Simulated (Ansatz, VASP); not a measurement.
# CaSb: VASP beside Ansatz

INCAR

```
SYSTEM = CaSb
ALGO     = Normal         ! electronic algorithm
EDIFF    = 1E-6           ! SCF threshold, eV
ENCUT    = 520            ! plane-wave cutoff, eV
GGA      = PE             ! functional
ISIF     = 2              ! what is computed and relaxed
ISMEAR   = 0              ! smearing method
LASPH    = .TRUE.         ! aspherical terms in the spheres
LCHARG   = .FALSE.        ! write CHGCAR
LREAL    = .FALSE.        ! projectors in reciprocal space
LWAVE    = .FALSE.        ! write WAVECAR
NBANDS   = 23             ! bands
NELM     = 100            ! most SCF steps
PREC     = Accurate       ! precision mode
SIGMA    = 0.1            ! smearing width, eV
```

The input KPOINTS:

```
k-points
0
G
  6 6 4
  0 0 0
```

Contents of POSCAR:

```
CaSb
1.0
    4.8875531400      0.0000000000      0.0000000000
   -2.4437765700      4.2327451800      0.0000000000
    0.0000000000      0.0000000000      5.4964312700
Ca Sb
2 2
Direct
    0.0000000000      0.0000000000      0.2096406500
    0.0000000000      0.0000000000      0.7903593500
    0.3333333300      0.6666666700      0.5000000000
    0.6666666700      0.3333333300      0.5000000000
```

Input for Ansatz:

```yaml
crystal:
  lattice:
    - [4.88755314, 0.0, 0.0]
    - [-2.44377657, 4.23274518, 0.0]
    - [0.0, 0.0, 5.49643127]
  atoms:
    - { symbol: Ca, position: [0.0, 0.0, 0.20964065] }
    - { symbol: Ca, position: [0.0, 0.0, 0.79035935] }
    - { symbol: Sb, position: [0.33333333, 0.66666667, 0.5] }
    - { symbol: Sb, position: [0.66666667, 0.33333333, 0.5] }
basis:
  ecutwfc: 420
kpoints:
  mp_grid: { grid: [6, 6, 4] }
hamiltonian:
  xc: pbe
scf:
  occupations: { method: gaussian, width: 0.1 }
  lower_state_search: "off"
output:
  forces: true
  stress: true
  eigenvalues: true
```

Alike in both runs: task single point; functional PBE; k mesh 6 × 6 × 4; occupations gaussian, width 0.1 eV; no spin polarisation.

|  | VASP | Ansatz |
| --- | --- | --- |
| version | VASP 6.6.1 | Ansatz 0.2.0 |
| potentials or method | VASP PAW PBE potentials, release 64 (Ca_sv, Sb), cutoff 520 eV | scalar-relativistic, plane waves, PAW |
| valence electrons in the cell | 30 | 50 |

Ansatz gave:

| Property | Result |
| --- | --- |
| gap on the k mesh at the Fermi level (eV) | none |
| pressure (GPa) | 10.1 |
| traceless stress, the component that is largest in VASP (GPa) | 5.25 |
| rms of the force components (eV/Å) | 1.421 |

Task: What did VASP give for the same quantities?

Result: gap on the k mesh at the Fermi level (eV): none; pressure (GPa): 10.5; traceless stress, the component that is largest in VASP (GPa): 5.45; rms of the force components (eV/Å): 1.470.

Atom by atom the forces differ by 0.048 eV/Å (rms over components). A gap of «none» marks a metal or a gap that the smearing closes. VASP's potentials hold 30 valence electrons a cell and Ansatz's 50, so a difference there can come from the potentials and not from the codes.

Neither program's run includes spin-orbit coupling.
